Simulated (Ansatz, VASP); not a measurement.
## Y2Si2F in VASP and in Ansatz

Contents of INCAR:

```
PREC = Accurate
ENCUT = 520
EDIFF = 1E-6
ISMEAR = 0
SIGMA = 0.1
LREAL = False
LASPH = True
NELM = 150
ALGO = Normal
ISIF = 2
LWAVE = False
LCHARG = False
ISPIN = 2
MAGMOM = 0 0 0 0 1
LORBIT = 11
LMAXMIX = 4
GGA = PE
NBANDS = 30
```

Contents of KPOINTS:

```
Automatic mesh
0
Gamma
  6 6 2
```

The input POSCAR:

```
Y2Si2F
1.0
    3.7796459200      0.0000000000      0.0000000000
   -1.8898229600      3.2732693900      0.0000000000
    0.0000000000      0.0000000000      7.9654760900
Y Si F
2 2 1
Direct
    0.0000000000      0.0000000000      0.7693205500
    0.0000000000      0.0000000000      0.2306794500
    0.3333333300      0.6666666700      0.5000000000
    0.6666666700      0.3333333300      0.5000000000
    0.0000000000      0.0000000000      0.0000000000
```

Input for Ansatz:

```yaml
crystal:
  lattice:
    - [3.77964592, 0.0, 0.0]
    - [-1.88982296, 3.27326939, 0.0]
    - [0.0, 0.0, 7.96547609]
  atoms:
    - { symbol: "Y", position: [0.0, 0.0, 0.76932055] }
    - { symbol: "Y", position: [0.0, 0.0, 0.23067945] }
    - { symbol: Si, position: [0.33333333, 0.66666667, 0.5] }
    - { symbol: Si, position: [0.66666667, 0.33333333, 0.5] }
    - { symbol: F, position: [0.0, 0.0, 0.0], spin: 1.0 }
basis:
  ecutwfc: 420
kpoints:
  mp_grid: { grid: [6, 6, 2] }
hamiltonian:
  xc: pbe
scf:
  occupations: { method: gaussian, width: 0.1 }
  lower_state_search: "off"
output:
  forces: true
  stress: true
  eigenvalues: true
  populations: true
magnetization:
  spin_polarized: true
```

Alike in both runs: task single point; functional PBE; k mesh 6 × 6 × 2; occupations gaussian, width 0.1 eV; collinear spin.

|  | VASP | Ansatz |
| --- | --- | --- |
| version | VASP 6.6.1 | Ansatz 0.2.0 |
| potentials or method | VASP PAW PBE potentials, release 64 (Y_sv, Si, F), cutoff 520 eV | scalar-relativistic, plane waves, PAW |
| valence electrons in the cell | 37 | 37 |

Ansatz gave:

- gap on the k mesh at the Fermi level (eV): none
- pressure (GPa): 22.1
- traceless stress, the component that is largest in VASP (GPa): 19.74
- rms of the force components (eV/Å): 2.963
- net moment per atom (μB): 0.00

Q: Which values does VASP return?

A: gap on the k mesh at the Fermi level (eV): none; pressure (GPa): 22.0; traceless stress, the component that is largest in VASP (GPa): 20.01; rms of the force components (eV/Å): 2.980; net moment per atom (μB): 0.00.

Atom by atom the forces differ by 0.017 eV/Å (rms over components). A gap of «none» marks a metal or a gap that the smearing closes. With one functional, cell and mesh, what is left measures potentials, basis and numerics. Ansatz's warnings: seeded moment not kept.

The k mesh is coarse, so the values compare programs but aren't converged.
